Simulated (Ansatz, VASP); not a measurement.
# MoS2 in VASP and in Ansatz

```
Mo S
1.0
     3.22746    0.00000    0.00000
    -1.61373    2.79507    0.00000
     0.00000    0.00000    6.31247
Mo S
1 2
Direct
  0.00000 0.00000 0.50000
  0.66667 0.33333 0.74468
  0.33333 0.66667 0.25532
```

Alike in both runs: functional r2SCAN; k mesh 7 × 7 × 3; occupations fermi-dirac, width 0.05 eV; non-collinear spin, spin-orbit coupling.

```csv
,VASP,Ansatz
version,VASP 6.6.1,Ansatz 0.2.0
potentials or method,"VASP PAW PBE potentials, release 64 (Mo_sv, S)",Ansatz PAW
plane-wave cutoff (eV),520,500
valence electrons in the cell,26,26
task,single point,band structure
```

Ansatz gave:

| Quantity | Value |
| --- | --- |
| pressure (GPa) | 0.2 |
| traceless stress, the component that is largest in VASP (GPa) | 0.24 |
| rms of the force components (eV/Å) | 0.032 |

**Question.** Which values does VASP return?

**Answer.** Pressure (GPa): 0.3; traceless stress, the component that is largest in VASP (GPa): 0.23; rms of the force components (eV/Å): 0.035.

VASP's potentials were made for PBE, not for r2SCAN. Atom by atom the forces differ by 0.004 eV/Å (rms over components). With one functional, cell and mesh, what is left measures potentials, basis and numerics.
